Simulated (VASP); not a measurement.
# BP (I-4m2) in VASP: a series of runs, part 3 of 3

VASP 6.6.1. Earlier steps stand in the parts before.

## Step 5: Single point, r2SCAN (in-plane strain +0.005)

POSCAR

```
BP
1.0
    2.2795984284      2.2795984284      0.0000000000
   -2.2795984284      2.2795984284      0.0000000000
    0.0000000000      2.2795984284      2.2614523713
B P
1 1
Direct
    0.0000000000      0.0000000000      0.0000000000
    0.7500000000      0.2500000000      0.5000000000
```

INCAR.step1

```
PREC = Accurate ; ENCUT = 520
ISMEAR = 0 ; SIGMA = 0.01
LREAL = F ; LASPH = T
NELM = 60 ; NBANDS = 11
GGA = PE ; ALGO = Normal
EDIFF = 1E-4 ; LWAVE = T
LCHARG = F
```

INCAR.step2

```
PREC = Accurate ; ENCUT = 520
EDIFF = 1E-7 ; ISMEAR = 0
SIGMA = 0.01 ; LREAL = F
LASPH = T ; NELM = 60
ALGO = Normal ; ISIF = 2
LWAVE = F ; LCHARG = F
METAGGA = R2SCAN ; LMIXTAU = T
NBANDS = 11 ; ISTART = 1
```

KPOINTS

```
regular mesh
0
Gamma
  8 8 8
```

Potentials or basis: VASP PAW PBE potentials, release 64 (B, P).

Command:

```console
cat potpaw_PBE.64/B/POTCAR potpaw_PBE.64/P/POTCAR > POTCAR
cp INCAR.step1 INCAR
mpirun -np 1 vasp_std > vasp.out
cp INCAR.step2 INCAR
mpirun -np 1 vasp_std > vasp.out
```

OUTCAR:

```text
PREC = Accurate
   ENCUT = 520
   EDIFF = 1E-7
   ISMEAR = 0
   LREAL = F
   LASPH = T
   NELM = 60
   ISIF = 2
   METAGGA = R2SCAN
   ISTART = 1

 ion  position               nearest neighbor table
   1  0.000  0.000  0.000-   2 1.97   2 1.97   2 1.97   2 1.97
   2  0.750  0.250  0.500-   1 1.97   1 1.97   1 1.97   1 1.97

  LATTYP: Found a body centered tetragonal cell.
 ALAT       =     3.2238390142
 C/A-ratio  =     1.4029561410

  Lattice vectors:

 A1 = (   2.2795984284,   0.0000000000,  -2.2614523713)
 A2 = (  -2.2795984284,   0.0000000000,  -2.2614523713)
 A3 = (   0.0000000000,   2.2795984284,   2.2614523713)

Analysis of symmetry for initial positions (statically):
=====================================================================
 Subroutine PRICEL returns:
 Original cell was already a primitive cell.

 Routine SETGRP: Setting up the symmetry group for a
 body centered tetragonal supercell.

 Subroutine GETGRP returns: Found  8 space group operations
 (whereof  8 operations were pure point group operations)
 out of a pool of 16 trial point group operations.

The static configuration has the point symmetry D_2d.

Analysis of symmetry for dynamics (positions and initial velocities):
=====================================================================
 Subroutine PRICEL returns:
 Original cell was already a primitive cell.

 Routine SETGRP: Setting up the symmetry group for a
 body centered tetragonal supercell.

 Subroutine GETGRP returns: Found  8 space group operations
 (whereof  8 operations were pure point group operations)
 out of a pool of 16 trial point group operations.

The dynamic configuration has the point symmetry D_2d.

 Subroutine INISYM returns: Found  8 space group operations
 (whereof  8 operations are pure point group operations),
 and found     1 'primitive' translations

----------------------------------------------------------------------------------------

                                     Primitive cell
[... 113 lines left out ...]
  Fermi-wavevector in a.u.,A,eV,Ry     =   1.143037  2.160026 17.776454  1.306533
  Thomas-Fermi vector in A             =   2.279733
   LORBIT       =      0    0 simple, 1 ext, 2 COOP (PROOUT), +10 PAW based schemes
   METAGGA = R2SCAN    functional components
   LHFCALC =     F    Hartree Fock is set to
   AEXX    =    0.0000 exact exchange contribution
   IVDW    =     0    specifies the selected vdW correction
   LEPSILON=     F    determine dielectric tensor
   LRPA    =     F    only Hartree local field effects (RPA)
 non-spin polarized calculation
 Gauss-broadening in eV      SIGMA  =   0.01
  energy-cutoff  :      520.00
  volume of cell :       23.50
 maximum number of plane-waves:       644
   NGX = 11   NGY = 11   NGZ = 11

 number of electron       8.0000000 magnetization

 Free energy of the ion-electron system (eV)
  ---------------------------------------------------
  ext. energy  EPLUGINS =         0.00000000
  ---------------------------------------------------
  free energy    TOTEN  =       -17.30765577 eV

  energy without entropy =      -17.30765577  energy(sigma->0) =      -17.30765577

 E-fermi :   7.4790     XC(G=0): -11.4734

 val. band max:        7.3735600251   @ k =   0.0000   0.0000   0.0000
 cond. band min:       8.7304969355   @ k =   0.0000   0.0000   0.3750
 fundamental gap:      1.3569369104
 Fermi energy:         7.4790299678

 k-point     1 :       0.0000    0.0000    0.0000
  band No.  band energies     occupation
      1      -8.8856      2.00000
      2       7.2912      2.00000
      3       7.2912      2.00000
      4       7.3736      2.00000
      5      10.9172      0.00000
      6      10.9667      0.00000
      7      10.9667      0.00000
      8      15.2320      0.00000
      9      19.6771      0.00000
     10      19.8391      0.00000
     11      20.0562      0.00000
[... 309 lines left out ...]
 k-point    24 :       0.3750    0.0000    0.1250
  band No.  band energies     occupation
      1      -7.0850      2.00000
      2       1.3838      2.00000
      3       4.1270      2.00000
      4       6.0579      2.00000
      5      12.0979      0.00000
      6      12.6092      0.00000
      7      13.4213      0.00000
      8      16.8751      0.00000
      9      17.7165      0.00000
     10      21.3802      0.00000
     11      22.9665      0.00000

 [... further k-points ...]
[... 5 lines left out ...]
  --------------------------------------------------------------------------------------
  -------------------------------------------------------------------------------------
  Total       -0.3527148     -0.3527148     -0.0197982      0.0000000      0.0000000      0.0000000
  in kB      -24.0436327    -24.0436327     -1.3495903      0.0000000      0.0000000      0.0000000
  external PRESSURE =     -16.4789519 kB  Pullay stress =       0.0000000 kB

 VOLUME and BASIS-vectors are now :
 -----------------------------------------------------------------------------
  energy-cutoff  :      520.00
  volume of cell :       23.50
      direct lattice vectors                 reciprocal lattice vectors
     2.279598428  2.279598428  0.000000000     0.219336877  0.219336877 -0.221096852
    -2.279598428  2.279598428  0.000000000    -0.219336877  0.219336877 -0.221096852
     0.000000000  2.279598428  2.261452371     0.000000000  0.000000000  0.442193704

 POSITION                                       TOTAL-FORCE (eV/Angst)
 -----------------------------------------------------------------------------------
      0.00000      0.00000      0.00000         0.000000      0.000000      0.000000
      1.13980      3.41940      1.13073        -0.000000     -0.000000      0.000000
 -----------------------------------------------------------------------------------
    total drift:                               -0.000000      0.000000     -0.000000

  FREE ENERGIE OF THE ION-ELECTRON SYSTEM (eV)
  ---------------------------------------------------
  free  energy   TOTEN  =       -17.3076557736 eV

  energy  without entropy=      -17.3076557736  energy(sigma->0) =      -17.30765577
```

OSZICAR.step1:

```text
N       E                     dE             d eps       ncg     rms          rms(c)
DAV:   1     0.102454377652E+02    0.10245E+02   -0.39912E+03  1298   0.653E+02
DAV:   2    -0.129499617043E+02   -0.23195E+02   -0.21760E+02  1770   0.108E+02
DAV:   3    -0.136210694356E+02   -0.67111E+00   -0.66914E+00  1653   0.163E+01
DAV:   4    -0.136236764068E+02   -0.26070E-02   -0.26066E-02  1484   0.118E+00
DAV:   5    -0.136236898077E+02   -0.13401E-04   -0.13401E-04  1591   0.859E-02    0.714E+00
DAV:   6    -0.130245762003E+02    0.59911E+00   -0.13742E+00  1466   0.505E+00    0.385E+00
DAV:   7    -0.129354642527E+02    0.89112E-01   -0.22736E-01  1630   0.238E+00    0.132E+00
DAV:   8    -0.129276893021E+02    0.77750E-02   -0.26562E-02  1507   0.927E-01    0.192E-01
DAV:   9    -0.129280107713E+02   -0.32147E-03   -0.71707E-04  1501   0.180E-01    0.122E-01
DAV:  10    -0.129282090367E+02   -0.19827E-03   -0.25051E-04  1454   0.992E-02    0.282E-02
DAV:  11    -0.129282197001E+02   -0.10663E-04   -0.11087E-05   733   0.223E-02
   1 F= -.12928220E+02 E0= -.12928220E+02  d E =-.453323E-44
```

It took 18 s on 1 thread of Intel Xeon 6975P-C (Granite Rapids), shared host; peak memory 0.14 GiB.

Results:

```
Free energy            : -17.3077 eV
Pressure               : -1.6 GPa
Band gap on the k mesh : 1.36 eV, indirect (least direct gap 3.54 eV)
```

Stress tensor (GPa, compression positive):
```
-2.40  0.00  0.00
 0.00 -2.40  0.00
 0.00  0.00 -0.13
```

Levels at points of the mesh, in eV from the valence-band top:
```tsv
k point	band 2	band 3	band 4	band 5	band 6	band 7
(0.00, 0.00, 0.00)	-0.08	-0.08	0.00	3.54	3.59	3.59
(0.50, 0.00, 0.00)	-9.51	-1.97	-1.86	4.04	4.93	5.02
(0.50, 0.50, 0.00)	-9.17	-4.36	-4.34	1.53	1.90	12.86
(0.00, 0.00, 0.50)	-9.10	-4.43	-4.43	1.43	1.78	12.95
```

Caveat: the cell differs from its parent crystal (in-plane strain +0.005); the PAW data sets were made with another functional, which shifts forces and pressure a little. A k mesh can miss the band edges.

## Step 6: Single point, r2SCAN (in-plane strain +0.01, then relaxed in part)

POSCAR

```
BP
1.0
    2.2909397142      2.2909397142      0.0000000000
   -2.2909397142      2.2909397142      0.0000000000
    0.0000000000      2.2909397142      2.2590983635
B P
1 1
Direct
    0.0000000000      0.0000000000      0.0000000000
    0.7500000000      0.2500000000      0.5000000000
```

INCAR.step1

```
SYSTEM = BP
PREC     = Accurate       ! precision mode
ENCUT    = 520            ! plane-wave cutoff, eV
ISMEAR   = 0              ! smearing method
SIGMA    = 0.01           ! smearing width, eV
LREAL    = .False.        ! projectors in reciprocal space
LASPH    = .True.         ! aspherical terms in the spheres
NELM     = 80             ! most SCF steps
NBANDS   = 11             ! bands
GGA      = PE             ! functional
ALGO     = Normal         ! electronic algorithm
EDIFF    = 1E-4           ! SCF threshold, eV
LWAVE    = .True.         ! write WAVECAR
LCHARG   = .False.        ! write CHGCAR
```

INCAR.step2

```
SYSTEM = BP
PREC     = Accurate       ! precision mode
ENCUT    = 520            ! plane-wave cutoff, eV
EDIFF    = 1E-7           ! SCF threshold, eV
ISMEAR   = 0              ! smearing method
SIGMA    = 0.01           ! smearing width, eV
LREAL    = .False.        ! projectors in reciprocal space
LASPH    = .True.         ! aspherical terms in the spheres
NELM     = 80             ! most SCF steps
ALGO     = Normal         ! electronic algorithm
ISIF     = 2              ! what is computed and relaxed
LWAVE    = .False.        ! write WAVECAR
LCHARG   = .False.        ! write CHGCAR
METAGGA  = R2SCAN         ! meta-GGA
LMIXTAU  = .True.       
NBANDS   = 11             ! bands
ISTART   = 1
```

KPOINTS

```
regular mesh
0
Gamma
  8 8 8
  0 0 0
```

Potentials or basis: VASP PAW PBE potentials, release 64 (B, P).

Command:

```console
cat potpaw_PBE.64/B/POTCAR potpaw_PBE.64/P/POTCAR > POTCAR
cp INCAR.step1 INCAR
mpirun -np 1 vasp_std > vasp.out
cp INCAR.step2 INCAR
mpirun -np 1 vasp_std > vasp.out
```

OUTCAR:

```text
SYSTEM = BP
   PREC = Accurate
   ENCUT = 520
   EDIFF = 1E-7
   ISMEAR = 0
   LREAL = .False.
   LASPH = .True.
   NELM = 80
   ISIF = 2
   METAGGA = R2SCAN
   ISTART = 1

 ion  position               nearest neighbor table
   1  0.000  0.000  0.000-   2 1.97   2 1.97   2 1.97   2 1.97
   2  0.750  0.250  0.500-   1 1.97   1 1.97   1 1.97   1 1.97

  LATTYP: Found a body centered tetragonal cell.
 ALAT       =     3.2398780144
 C/A-ratio  =     1.3945576676

  Lattice vectors:

 A1 = (   2.2909397142,   0.0000000000,  -2.2590983635)
 A2 = (  -2.2909397142,   0.0000000000,  -2.2590983635)
[... 514 lines left out ...]
      8      16.7247      0.00000
      9      17.5853      0.00000
     10      21.1847      0.00000
     11      22.7642      0.00000

 [... further k-points ...]
[... 5 lines left out ...]
  --------------------------------------------------------------------------------------
  -------------------------------------------------------------------------------------
  Total       -0.6491546     -0.6491546     -0.0702644      0.0000000      0.0000000     -0.0000000
  in kB      -43.8597630    -43.8597630     -4.7473750      0.0000000      0.0000000     -0.0000000
  external PRESSURE =     -30.8223003 kB  Pullay stress =       0.0000000 kB

 VOLUME and BASIS-vectors are now :
 -----------------------------------------------------------------------------
  energy-cutoff  :      520.00
  volume of cell :       23.71
      direct lattice vectors                 reciprocal lattice vectors
     2.290939714  2.290939714  0.000000000     0.218251051  0.218251051 -0.221327237
    -2.290939714  2.290939714  0.000000000    -0.218251051  0.218251051 -0.221327237
     0.000000000  2.290939714  2.259098364     0.000000000  0.000000000  0.442654475

 POSITION                                       TOTAL-FORCE (eV/Angst)
 -----------------------------------------------------------------------------------
      0.00000      0.00000      0.00000        -0.000000     -0.000000      0.000000
      1.14547      3.43641      1.12955         0.000000      0.000000      0.000000
 -----------------------------------------------------------------------------------
    total drift:                               -0.000000      0.000000      0.000000

  FREE ENERGIE OF THE ION-ELECTRON SYSTEM (eV)
  ---------------------------------------------------
  free  energy   TOTEN  =       -17.3028630647 eV

  energy  without entropy=      -17.3028630647  energy(sigma->0) =      -17.30286306
```

Wall time 18 s (1 thread of Intel Xeon 6975P-C (Granite Rapids), shared host); peak memory 0.14 GiB.

Results:

* Free energy: -17.3029 eV
* Pressure: -3.1 GPa
* Band gap on the k mesh: 1.27 eV, indirect (least direct gap 3.47 eV)

Stress tensor (GPa, compression positive):
```
-4.39  0.00  0.00
 0.00 -4.39  0.00
 0.00  0.00 -0.47
```

Levels at points of the mesh, in eV from the valence-band top:
```tsv
k point	band 1	band 2	band 3	band 4	band 5	band 6	band 7	band 8	band 9
(0.00, 0.00, 0.00)	-16.22	-0.14	-0.14	0.00	3.47	3.55	3.55	7.67	12.20
(0.50, 0.00, 0.00)	-12.78	-9.49	-2.03	-1.85	3.92	4.86	5.02	10.77	15.15
(0.50, 0.50, 0.00)	-11.19	-9.19	-4.35	-4.32	1.53	1.90	12.66	12.97	16.02
(0.00, 0.00, 0.50)	-11.05	-9.06	-4.48	-4.48	1.37	1.69	12.82	12.82	16.21
```

Caveat: the cell differs from its parent crystal (in-plane strain +0.01, then relaxed in part); the PAW data sets were made with another functional, which shifts forces and pressure a little.

## Step 7: Overview

```tsv
cell	gap on the mesh (eV)	pressure (GPa)
a = 3.192, b = 3.192, c = 3.203 Å, angles 60.1, 60.1, 90.0°, 2 atoms	1.41	0.8
a = 3.192, b = 3.192, c = 3.205 Å, angles 60.1, 60.1, 90.0°, 2 atoms	1.40	0.7
a = 3.224, b = 3.224, c = 3.212 Å, angles 59.9, 59.9, 90.0°, 2 atoms	1.37	-1.8
a = 3.224, b = 3.224, c = 3.211 Å, angles 59.9, 59.9, 90.0°, 2 atoms	1.36	-1.6
a = 3.240, b = 3.240, c = 3.217 Å, angles 59.8, 59.8, 90.0°, 2 atoms	1.27	-3.1
```

Alike in all rows: task single point; level r2SCAN; potentials or basis VASP PAW PBE potentials, release 64 (B, P); no spin polarisation; k mesh 8 × 8 × 8; cutoff (eV) 520; smearing gaussian 0.01 eV.

Caveats: the PAW data sets were made with another functional, which shifts forces and pressure a little.

Total energies depend on the potentials used, so only differences within one code and one set of settings carry meaning.
